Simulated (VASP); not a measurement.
# Sb (Pm-3m) in VASP: a series of runs, part 2 of 2

VASP 6.6.1.

## 3. Single point, HSE06

POSCAR

```
Sb
1.0
    3.1057292066      0.0000000000      0.0000000000
    0.0000000000      3.1057292066      0.0000000000
    0.0000000000      0.0000000000      3.1057292066
Sb
1
Direct
    0.0000000000      0.0000000000      0.0000000000
```

INCAR.step1

```
PREC = Accurate
ENCUT = 520
EDIFF = 1E-5
ISMEAR = -1
SIGMA = 0.1
LREAL = F
LASPH = T
NELM = 80
ALGO = Normal
ISIF = 2
LWAVE = T
LCHARG = F
NBANDS = 8
GGA = PE
```

INCAR.step2

```
PREC = Accurate
ENCUT = 520
EDIFF = 1E-6
ISMEAR = -1
SIGMA = 0.1
LREAL = F
LASPH = T
NELM = 80
ALGO = Normal
ISIF = 2
LWAVE = F
LCHARG = F
GGA = PE
LHFCALC = T
HFSCREEN = 0.2079
PRECFOCK = Normal
NBANDS = 8
ISTART = 1
```

KPOINTS

```
Automatic mesh
0
Gamma
  5 5 5
```

Potentials or basis: VASP PAW PBE potentials, release 64 (Sb).

Command:

```
$ cat potpaw_PBE.64/Sb/POTCAR > POTCAR
$ cp INCAR.step1 INCAR
$ mpirun -np 1 vasp_std > vasp.out
$ cp INCAR.step2 INCAR
$ mpirun -np 1 vasp_std > vasp.out
```

Wall time 54 s (1 thread of Intel Xeon 6975P-C (Granite Rapids), shared host); peak memory 0.23 GiB.

It converged, with:

| Property | Result |
| --- | --- |
| Free energy | -4.8923 eV |
| Pressure | -2.9 GPa |

Levels at points of the mesh, in eV from the Fermi level:
| k point | band 1 | band 2 | band 3 | band 4 | band 5 | band 6 | band 7 |
| --- | --- | --- | --- | --- | --- | --- | --- |
| (0.00, 0.00, 0.00) | -13.91 | 3.56 | 3.56 | 3.56 | 7.23 | 7.23 | 8.76 |

Caveat: the k points lie up to 0.40 Å⁻¹ apart; the PAW data sets were made with another functional, which shifts forces and pressure a little; spin-orbit coupling is left out, which moves the levels of the heavy elements.

## 4. Single point, PBE, non-collinear spin, zero start, spin-orbit coupling

INCAR

```
ALGO     = Normal         # electronic algorithm
EDIFF    = 1E-6           # SCF threshold, eV
ENCUT    = 500            # plane-wave cutoff, eV
GGA      = PE             # functional
GGA_COMPAT= False        
ISIF     = 2              # what is computed and relaxed
ISMEAR   = -1             # smearing method
LASPH    = True           # aspherical terms in the spheres
LCHARG   = False          # write CHGCAR
LORBIT   = 11             # projections on sites
LORBMOM  = True         
LREAL    = False          # projectors in reciprocal space
LSORBIT  = True           # spin-orbit coupling
LWAVE    = False          # write WAVECAR
MAGMOM   = 0 0 0          # initial moments
NBANDS   = 16             # bands
NELM     = 200            # most SCF steps
PREC     = Accurate       # precision mode
SIGMA    = 0.1            # smearing width, eV
```

KPOINTS

```
k-points
0
Gamma
  10 10 10
```

POSCAR

```
Sb
1.0
    3.1057292063      0.0000000000      0.0000000000
    0.0000000000      3.1057292063      0.0000000000
    0.0000000000      0.0000000000      3.1057292063
Sb
1
Direct
    0.0000000000      0.0000000000      0.0000000000
```

Potentials or basis: VASP PAW PBE potentials, release 64 (Sb).

Command:

```
$ cat potpaw_PBE.64/Sb/POTCAR > POTCAR
$ mpirun -np 1 vasp_ncl > vasp.out
```

OUTCAR:

```text
EDIFF = 1E-6
   ENCUT = 500
   GGA = PE
   ISIF = 2
   ISMEAR = -1
   LASPH = True
   LORBIT = 11
   LREAL = False
   LSORBIT = True
   NELM = 200
   PREC = Accurate

 ion  position               nearest neighbor table
   1  0.000  0.000  0.000-

  LATTYP: Found a simple cubic cell.
 ALAT       =     3.1057292063

  Lattice vectors:

 A1 = (   3.1057292063,   0.0000000000,   0.0000000000)
 A2 = (   0.0000000000,   3.1057292063,   0.0000000000)
 A3 = (   0.0000000000,   0.0000000000,   3.1057292063)

Analysis of symmetry for initial positions (statically):
=====================================================================
 Subroutine PRICEL returns:
[... 702 lines left out ...]
  1         0.000   0.000   0.000
 ----------------------------------------
            0.000   0.000   0.000

 Spin-Orbit-Coupling matrix elements

 Ion:    1  E_soc:     -0.1460420
 l=   1
     0.0000000    -0.0242579    -0.0242579
    -0.0242579     0.0000000    -0.0242579
    -0.0242579    -0.0242579     0.0000000
 l=   2
     0.0000000    -0.0000140     0.0000000    -0.0000140    -0.0000684
    -0.0000140     0.0000000    -0.0000513    -0.0000140    -0.0000171
     0.0000000    -0.0000513     0.0000000    -0.0000513     0.0000000
    -0.0000140    -0.0000140    -0.0000513     0.0000000    -0.0000171
    -0.0000684    -0.0000171     0.0000000    -0.0000171     0.0000000
 l=   3
     0.0000000     0.0000000     0.0000000     0.0000000     0.0000000     0.0000000     0.0000000
     0.0000000     0.0000000     0.0000000     0.0000000     0.0000000     0.0000000     0.0000000
     0.0000000     0.0000000     0.0000000     0.0000000     0.0000000     0.0000000     0.0000000
     0.0000000     0.0000000     0.0000000     0.0000000     0.0000000     0.0000000     0.0000000
     0.0000000     0.0000000     0.0000000     0.0000000     0.0000000     0.0000000     0.0000000
     0.0000000     0.0000000     0.0000000     0.0000000     0.0000000     0.0000000     0.0000000
     0.0000000     0.0000000     0.0000000     0.0000000     0.0000000     0.0000000     0.0000000

 total charge

# of ion       s       p       d       tot
------------------------------------------
    1        1.211   1.124   0.035   2.370

 magnetization (x)

# of ion       s       p       d       tot
------------------------------------------
    1       -0.000   0.000  -0.000  -0.000

 magnetization (y)

# of ion       s       p       d       tot
------------------------------------------
    1        0.000   0.000   0.000   0.000

 magnetization (z)

# of ion       s       p       d       tot
------------------------------------------
    1        0.000   0.000  -0.000  -0.000
```

OSZICAR:

```text
N       E                     dE             d eps       ncg     rms          rms(c)
DAV:   1     0.118651899999E+02    0.11865E+02   -0.16114E+03  1792   0.455E+02
DAV:   2    -0.353154231717E+01   -0.15397E+02   -0.14599E+02  2536   0.849E+01
DAV:   3    -0.417174894992E+01   -0.64021E+00   -0.63670E+00  2184   0.163E+01
DAV:   4    -0.417639389740E+01   -0.46449E-02   -0.46447E-02  2136   0.175E+00
DAV:   5    -0.417644985803E+01   -0.55961E-04   -0.55958E-04  2264   0.196E-01    0.228E+00
DAV:   6    -0.417932700314E+01   -0.28771E-02   -0.57710E-04  2136   0.189E-01    0.136E+00
DAV:   7    -0.418078579760E+01   -0.14588E-02   -0.42291E-04  1984   0.162E-01    0.810E-01
DAV:   8    -0.418140246267E+01   -0.61667E-03   -0.34236E-04  2024   0.142E-01    0.584E-02
DAV:   9    -0.418144576048E+01   -0.43298E-04   -0.44696E-05  2008   0.460E-02    0.375E-03
DAV:  10    -0.418144756709E+01   -0.18066E-05   -0.15893E-06  2232   0.828E-03    0.186E-03
DAV:  11    -0.418144766527E+01   -0.98176E-07   -0.46369E-07  1856   0.409E-03
   1 F= -.41814477E+01 E0= -.41763715E+01  d E =-.101524E-01  mag=    -0.0000    -0.0000     0.0000
```

stdout:

```text
POSCAR found type information on POSCAR Sb
 POSCAR found :  1 types and       1 ions
 scaLAPACK will be used
 LDA part: xc-table for (Slater+PW92), standard interpolation
 POSCAR, INCAR and KPOINTS ok, starting setup
 FFT: planning ... GRIDC
 FFT: planning ... GRID_SOFT
 FFT: planning ... GRID
 WAVECAR not read
 entering main loop
```

Wall time 24 s (1 thread of Intel Xeon Platinum 8375C at 2.90GHz (Ice Lake), shared host); peak memory 0.21 GiB.

What came out:

```yaml
Free_energy: -4.1814 eV
Pressure: 0.2 GPa
Net_moment: 0.00 μB per cell
Valence_electrons_inside_the_program's_atomic_spheres: Sb 2.37
```

Moments on the atoms (μB; x, y, z):
```
Sb  0.00 0.00 0.00
```

## 5. Overview

| level | spin | k mesh | cutoff (eV) | grid for exact exchange (PRECFOCK) | screening parameter | gap on the mesh (eV) | pressure (GPa) |
| --- | --- | --- | --- | --- | --- | --- | --- |
| PBE | off | 5 × 5 × 5 | 520 | - | - | none | 0.3 |
| HSE06 | off | 5 × 5 × 5 | 520 | Normal | 0.2079 1/Å | none | -2.9 |
| PBE | non-collinear, zero start, SOC | 10 × 10 × 10 | 500 | - | - | - | 0.2 |

Alike in all rows: task single point; potentials or basis VASP PAW PBE potentials, release 64 (Sb); cell as given; smearing fermi-dirac 0.1 eV.

Caveats: some runs use coarse meshes; spin-orbit coupling is left out, which moves the levels of the heavy elements (some runs); the PAW data sets were made with another functional, which shifts forces and pressure a little (some runs).

Total energies depend on the potentials used, so only differences within one code and one set of settings carry meaning.
